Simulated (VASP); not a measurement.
Set up this calculation in VASP 6.6.1, as the native input.

- Task: single point
- Functional: LDA
- Potentials or basis: VASP PAW LDA potentials, release 64 (Si, O)
- Cutoff: 520 eV
- k mesh: 6 × 6 × 4
- Occupations: gaussian, width 0.02 eV
- Spin: no spin polarisation
- Dipole correction: no
- Further INCAR settings: ALGO = Normal; EDIFF = 1e-06; NBANDS = 44

The structure of SiO2 lies in POSCAR:

```
SiO2
1.0
    4.6332940964      0.0000000000      0.0000000000
   -2.3166470482      4.0125503907      0.0000000000
    0.0000000000      0.0000000000      8.4740819003
Si O
4 8
Direct
    0.6666666667      0.3333333333      0.9360848936
    0.6666666667      0.3333333333      0.5639151064
    0.3333333333      0.6666666667      0.0639151064
    0.3333333333      0.6666666667      0.4360848936
    0.0000000000      0.3512223748      0.0000000000
    0.3512223748      0.3512223748      0.5000000000
    0.6487776252      0.0000000000      0.5000000000
    0.6487776252      0.6487776252      0.0000000000
    0.0000000000      0.6487776252      0.5000000000
    0.6666666667      0.3333333333      0.7500000000
    0.3333333333      0.6666666667      0.2500000000
    0.3512223748      0.0000000000      0.0000000000
```

These files were run (other wordings do the same):

INCAR

```
ALGO = Normal
EDIFF = 1E-6
ENCUT = 520
GGA = CA
ISIF = 2
ISMEAR = 0
LASPH = True
LCHARG = False
LREAL = False
LWAVE = False
NBANDS = 44
NELM = 60
PREC = Accurate
SIGMA = 0.02
```

KPOINTS

```
k-points
0
Gamma
  6 6 4
```

Potentials or basis: VASP PAW LDA potentials, release 64 (Si, O).

Launch:

```bash
$ cat potpaw_LDA.64/Si/POTCAR potpaw_LDA.64/O/POTCAR > POTCAR
$ mpirun -np 1 vasp_std > vasp.out
```

It gave:

| Item | Value |
| --- | --- |
| Pressure | 8.7 GPa |
| Largest force | 0.053 eV/Å |
| Band gap on the k mesh | 5.56 eV, indirect (least direct gap 5.71 eV) |

Wall time 54 s on 1 thread of Intel(R) Xeon(R) 6975P-C (Granite Rapids) (shared host), peak memory 0.27 GiB.
